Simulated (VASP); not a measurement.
# ZnS: single point with LDA

The system is ZnS.

```
CELL_PARAMETERS angstrom
3.66347 0.00000 0.00000
-1.83173 3.17266 0.00000
0.00000 0.00000 6.21671
ATOMIC_POSITIONS crystal
Zn 0.33333 0.66667 0.00559
Zn 0.66667 0.33333 0.50559
S 0.33333 0.66667 0.37941
S 0.66667 0.33333 0.87941
```

This cell differs from its parent crystal: in-plane strain -0.02.

```json
{
 "Program": "VASP 6.6.1",
 "Task": "single point",
 "Functional": "LDA",
 "Potentials or basis": "VASP PAW LDA potentials, release 64 (Zn, S)",
 "Cutoff": "520 eV",
 "k mesh": "6 × 6 × 4",
 "Occupations": "gaussian, width 0.01 eV",
 "Spin": "no spin polarisation",
 "Dipole correction": "no",
 "Further INCAR settings": "ALGO = Normal; EDIFF = 1e-06; NBANDS = 26"
}
```

```
Pressure               : 3.0 GPa
Largest force          : 0.274 eV/Å
Band gap on the k mesh : 2.25 eV, direct
```

Forces on the atoms (eV/Å):
```
Zn   0.000  0.000  0.274
Zn   0.000  0.000  0.274
S    0.000  0.000 -0.274
S    0.000  0.000 -0.274
```

Stress tensor (GPa, compression positive):
```
 4.93  0.00  0.00
 0.00  4.93  0.00
 0.00  0.00 -0.79
```

Levels at points of the mesh, in eV from the valence-band top:
```csv
k point,band 15,band 16,band 17,band 18,band 19,band 20,band 21,band 22
"(0.00, 0.00, 0.00)",-0.93,-0.25,0.00,0.00,2.25,3.28,6.00,6.21
"(0.50, 0.00, 0.00)",-3.77,-2.51,-2.05,-1.10,3.49,4.16,4.69,6.78
"(0.00, 0.00, 0.50)",-0.49,-0.49,-0.49,-0.49,3.71,3.71,6.61,6.61
"(0.50, 0.00, 0.50)",-2.03,-2.03,-1.86,-1.86,3.23,3.23,4.90,4.90
```

It took 35 s on 1 thread of Intel(R) Xeon(R) Platinum 8488C (Sapphire Rapids), on a shared host, peak memory 0.17 GiB.

Caveat: the cell differs from its parent crystal (in-plane strain -0.02).
